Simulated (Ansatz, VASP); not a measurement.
## Zn in VASP and in Ansatz

```
Zn
1.0
     2.58970    0.00000    0.00000
    -1.29485    2.24274    0.00000
     0.00000    0.00000   23.37650
Zn
4
Direct
  0.83333 0.16667 0.34775
  0.16667 0.83333 0.45052
  0.83333 0.16667 0.54948
  0.16667 0.83333 0.65225
```

Alike in both runs: functional PBEsol; k mesh 16 × 16 × 1; occupations fermi-dirac, width 0.1 eV; no spin polarisation.

Ansatz relaxed the structure, and its values are those at the end. VASP's run is a single point on that final structure, the one shown.

```csv
,VASP,Ansatz
version,VASP 6.6.1,Ansatz 0.2.0
potentials or method,"VASP PAW PBE potentials, release 64 (Zn)","PAW with Ansatz's default frozen-core files, scalar-relativistic"
plane-wave cutoff (eV),520,420
valence electrons in the cell,48,48
```

VASP gave:

| Property | Result |
| --- | --- |
| rms of the force components (eV/Å) | 0.005 |

Q: What did Ansatz give for the same quantities?

A: rms of the force components (eV/Å): 0.001.

VASP's potentials were made for PBE, not for PBEsol. Ansatz's warnings: stress scf threshold loose.
